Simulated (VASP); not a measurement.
# InAs (F-43m) in VASP: elastic constants with PBEsol

Aim: the elastic constants of InAs with PBEsol.

All numbers are computed with VASP 6.6.1; they aren't measurements. Logs are shortened: lines on timing, memory, paths and dates and some standing lists are left out, and cuts for length are marked.

**1. The cell of the first run**

It takes space group F-43m (No. 216, cubic). The conventional cell has a = 5.826 Å, b = 5.826 Å, c = 5.826 Å, α = 90.00°, β = 90.00°, γ = 90.00°. Within 3.3 Å of In (site symmetry -43m) lie 4 As at 2.52 Å. As (site symmetry -43m) has 4 In at 2.52 Å within 3.3 Å.

**2. Elastic constants, PBEsol**

The input, INCAR:

```
ALGO     = Normal         # electronic algorithm
EDIFF    = 1E-8           # SCF threshold, eV
ENCUT    = 600            # plane-wave cutoff, eV
GGA      = PS             # functional
IBRION   = 6              # ionic algorithm
ISIF     = 3              # what is computed and relaxed
ISMEAR   = -1             # smearing method
LASPH    = T              # aspherical terms in the spheres
LCHARG   = T              # write CHGCAR
LREAL    = F              # projectors in reciprocal space
LWAVE    = F              # write WAVECAR
NELM     = 60             # most SCF steps
NFREE    = 2            
NSW      = 1              # ionic steps
POTIM    = 0.015          # step
PREC     = Accurate       # precision mode
SIGMA    = 0.08           # smearing width, eV
```

The input, KPOINTS:

```
k-points
0
Gamma
  14 14 14
```

The input, POSCAR:

```
InAs
1.0
    0.0000000000      2.9129825680      2.9129825680
    2.9129825680      0.0000000000      2.9129825680
    2.9129825680      2.9129825680      0.0000000000
In As
1 1
Direct
    0.0000000000      0.0000000000      0.0000000000
    0.7500000000      0.7500000000      0.7500000000
```

Potentials or basis: VASP PAW PBE potentials, release 64 (In_d, As).

Command:

```sh
$ cat potpaw_PBE.64/In_d/POTCAR potpaw_PBE.64/As/POTCAR > POTCAR
$ mpirun -np 1 vasp_std > vasp.out
```

OUTCAR:

```text
EDIFF = 1E-8
   ENCUT = 600
   GGA = PS
   IBRION = 6
   ISIF = 3
   ISMEAR = -1
   LASPH = T
   LREAL = F
   NELM = 60
   NFREE = 2
   NSW = 1
   POTIM = 0.015
   PREC = Accurate

 ion  position               nearest neighbor table
   1  0.000  0.000  0.000-   2 2.52   2 2.52   2 2.52   2 2.52
   2  0.750  0.750  0.750-   1 2.52   1 2.52   1 2.52   1 2.52

  LATTYP: Found a face centered cubic cell.
 ALAT       =     5.8259651360

  Lattice vectors:

 A1 = (   0.0000000000,   2.9129825680,   2.9129825680)
 A2 = (   2.9129825680,   0.0000000000,   2.9129825680)
 A3 = (   2.9129825680,   2.9129825680,   0.0000000000)

Analysis of symmetry for initial positions (statically):
=====================================================================
 Subroutine PRICEL returns:
 Original cell was already a primitive cell.

 Routine SETGRP: Setting up the symmetry group for a
 face centered cubic supercell.

 Subroutine GETGRP returns: Found 24 space group operations
 (whereof 24 operations were pure point group operations)
 out of a pool of 48 trial point group operations.

The static configuration has the point symmetry T_d .

Analysis of symmetry for dynamics (positions and initial velocities):
=====================================================================
 Subroutine PRICEL returns:
 Original cell was already a primitive cell.

 Routine SETGRP: Setting up the symmetry group for a
 face centered cubic supercell.

 Subroutine GETGRP returns: Found 24 space group operations
 (whereof 24 operations were pure point group operations)
 out of a pool of 48 trial point group operations.

The dynamic configuration has the point symmetry T_d .

[... 715 lines left out ...]
  band No.  band energies     occupation
      1      -9.1721      2.00000
      2      -8.9999      2.00000
      3      -8.9929      2.00000
      4      -8.8710      2.00000
      5      -8.8423      2.00000
      6      -6.2121      2.00000
      7       1.6849      2.00000
      8       4.1265      2.00000
      9       4.2378      2.00000
     10       8.1010      0.00000
     11       9.0185      0.00000
     12      10.9499      0.00000
     13      11.2980      0.00000

 [... further k-points ...]

------------------------ aborting loop because EDIFF is reached ----------------------------------------

  FORCE on cell =-STRESS in cart. coord.  units (eV):
  Direction    XX          YY          ZZ          XY          YZ          ZX
  --------------------------------------------------------------------------------------
  -------------------------------------------------------------------------------------
  Total        3.1377656      3.1416687      3.1416687      0.0000000     -0.1999501      0.0000000
  in kB      101.6921479    101.8186448    101.8186448      0.0000000     -6.4802006      0.0000000
  external PRESSURE =     101.7764791 kB  Pullay stress =       0.0000000 kB
[... 17 lines left out ...]
  FREE ENERGIE OF THE ION-ELECTRON SYSTEM (eV)
  ---------------------------------------------------
  free  energy   TOTEN  =        -8.2922394384 eV

  energy  without entropy=       -8.2920398315  energy(sigma->0) =       -8.29213963

 INTERNAL STRAIN TENSORS FROM STRAINED CELLS
 ============================================

 INTERNAL STRAIN TENSOR FOR ION    1 for displacements in x,y,z  (eV/Angst):
          X           Y           Z          XY          YZ          ZX
  --------------------------------------------------------------------------------
  x     0.00000     0.00000    -0.00000    -0.00000   -13.32204    -0.00000
  y    -0.00000    -0.00000    -0.00000    -0.00000    -0.00000   -13.32200
  z    -0.00000    -0.00000     0.00000   -13.32175    -0.00000     0.00000

 INTERNAL STRAIN TENSORS FROM DISPLACED ATOMS
 ============================================

 INTERNAL STRAIN TENSOR FOR ION    1 for displacements in x,y,z  (eV/Angst):
          X           Y           Z          XY          YZ          ZX
  --------------------------------------------------------------------------------
  x     0.00000     0.00000     0.00000     0.00000   -13.33202     0.00000
  y    -0.00000    -0.00000    -0.00000     0.00000     0.00000   -13.33202
  z     0.00000     0.00000     0.00000   -13.33202     0.00000     0.00000

 INTERNAL STRAIN TENSOR FOR ION    2 for displacements in x,y,z  (eV/Angst):
          X           Y           Z          XY          YZ          ZX
  --------------------------------------------------------------------------------
  x     0.00000     0.00000     0.00000     0.00000    13.33006     0.00000
  y     0.00000    -0.00000     0.00000     0.00000     0.00000    13.33006
  z     0.00000     0.00000     0.00000    13.33006     0.00000     0.00000

 Eigenvectors and eigenvalues of the dynamical matrix
 ----------------------------------------------------

   1 f  =    7.456911 THz    46.853152 2PiTHz  248.735769 cm-1    30.839291 meV
             X         Y         Z           dx          dy          dz
      0.000000  0.000000  0.000000     0.000000    0.628386    0.000000
      4.369474  4.369474  4.369474     0.000000   -0.777902    0.000000
[... 21 lines left out ...]
   6 f/i=    0.000046 THz     0.000290 2PiTHz    0.001542 cm-1     0.000191 meV
             X         Y         Z           dx          dy          dz
      0.000000  0.000000  0.000000     0.000000    0.000000    0.777902
      4.369474  4.369474  4.369474     0.000000    0.000000    0.628386

--------------------------------------------------------------------------------------------------------

 ELASTIC MODULI CONTR FROM IONIC RELAXATION (kBar)
 Direction    XX          YY          ZZ          XY          YZ          ZX
 --------------------------------------------------------------------------------
 XX          -0.0000     -0.0000     -0.0000      0.0000      0.0000     -0.0000
 YY          -0.0000     -0.0000     -0.0000      0.0000      0.0000     -0.0000
 ZZ          -0.0000     -0.0000     -0.0000      0.0000      0.0000     -0.0000
 XY           0.0000      0.0000      0.0000   -558.3598      0.0000     -0.0000
 YZ           0.0000      0.0000      0.0000      0.0000   -558.3598      0.0000
 ZX          -0.0000     -0.0000     -0.0000     -0.0000      0.0000   -558.3598
 --------------------------------------------------------------------------------

 TOTAL ELASTIC MODULI (kBar)
 Direction    XX          YY          ZZ          XY          YZ          ZX
 --------------------------------------------------------------------------------
 XX        1088.3091    804.5288    804.5288      0.0000      0.0000     -0.0000
 YY         804.5288   1088.3091    804.5288     -0.0000      0.0000     -0.0000
 ZZ         804.5288    804.5288   1088.3091      0.0000      0.0000      0.0000
 XY           0.0000     -0.0000      0.0000    348.0233      0.0000     -0.0000
 YZ           0.0000      0.0000      0.0000      0.0000    348.0233      0.0000
 ZX          -0.0000     -0.0000      0.0000     -0.0000      0.0000    348.0233
 --------------------------------------------------------------------------------
```

OSZICAR:

```text
N       E                     dE             d eps       ncg     rms          rms(c)
DAV:   1     0.121201788339E+03    0.12120E+03   -0.93154E+03  2714   0.172E+03
DAV:   2     0.291443314178E+00   -0.12091E+03   -0.11709E+03  2794   0.354E+02
DAV:   3    -0.840828714348E+01   -0.86997E+01   -0.86416E+01  3547   0.957E+01
DAV:   4    -0.862915942641E+01   -0.22087E+00   -0.22072E+00  3127   0.166E+01
[... 211 lines left out ...]
DAV:   3    -0.829224581575E+01    0.87270E-04   -0.18740E-04 12039   0.166E-01    0.251E-02
DAV:   4    -0.829223945992E+01    0.63558E-05   -0.38035E-05 17094   0.649E-02    0.942E-03
DAV:   5    -0.829223940699E+01    0.52927E-07   -0.27654E-06 11888   0.157E-02    0.373E-03
DAV:   6    -0.829223943429E+01   -0.27291E-07   -0.32653E-07 14206   0.441E-03    0.107E-03
DAV:   7    -0.829223943835E+01   -0.40675E-08   -0.21710E-08 11808   0.214E-03
  17 F= -.82922394E+01 E0= -.82921396E+01  d E =-.199607E-03
```

It took 47 min on 1 thread of Intel Xeon Platinum 8488C (Sapphire Rapids), shared host; peak memory 1.1 GiB.

What came out:

```yaml
Elastic_constants_C11_C12_C44: 109, 80, 35 GPa
Voigt_bulk_modulus: 90 GPa
Highest_phonon_frequency_at_Γ_LO-TO_splitting_left_out: 249 cm⁻¹
```

Phonon frequencies in cm⁻¹ (negative: imaginary):
| q point | frequencies |
| --- | --- |
| (0.000, 0.000, 0.000) | 0 0 0 249 249 249 |

Elastic tensor in Voigt notation (GPa, in the Cartesian axes of the cell as first typed):
```
109  80  80   0   0   0
 80 109  80   0   0   0
 80  80 109   0   0   0
  0   0   0  35   0   0
  0   0   0   0  35   0
  0   0   0   0   0  35
```

Clamped-ion elastic tensor (GPa):
```
109  80  80   0   0   0
 80 109  80   0   0   0
 80  80 109   0   0   0
  0   0   0  91   0   0
  0   0   0   0  91   0
  0   0   0   0   0  91
```

Caveat: the cell is under stress, which shifts elastic constants; the PAW data sets were made with another functional, which shifts forces and pressure a little; spin-orbit coupling is left out, which moves the levels of the heavy elements.
